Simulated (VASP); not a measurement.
Here is a VASP 6.6.1 calculation.

File INCAR:

```
SYSTEM = ZnSe
PREC = Accurate
ENCUT = 500
EDIFF = 1E-6
ISMEAR = 0
SIGMA = 0.01
LREAL = .False.
LASPH = .True.
NELM = 120
ALGO = Normal
ISIF = 2
LWAVE = .False.
LCHARG = .True.
GGA = PS
LELF = .True.
LVHAR = .True.
NBANDS = 16
GGA_COMPAT = .False.
```

The input KPOINTS:

```
regular mesh
0
Gamma
  4 4 4
  0 0 0
```

Contents of POSCAR:

```
ZnSe
1.0
    0.0000000000      2.7885351440      2.7885351440
    2.7885351440      0.0000000000      2.7885351440
    2.7885351440      2.7885351440      0.0000000000
Zn Se
1 1
Direct
    0.0000000000      0.0000000000      0.0000000000
    0.2500000000      0.2500000000      0.2500000000
```

Potentials or basis: VASP PAW PBE potentials, release 64 (Zn, Se).

Run with:

```console
$ cat potpaw_PBE.64/Zn/POTCAR potpaw_PBE.64/Se/POTCAR > POTCAR
$ mpirun -np 1 vasp_std > vasp.out
```

Task: Predict the band gap on the k mesh.

Result: 1.35 eV, direct.

Task: Estimate the pressure.

Result: 2.8 GPa.

Caveat: the k points lie up to 0.49 Å⁻¹ apart; the PAW data sets were made with another functional, which shifts forces and pressure a little.
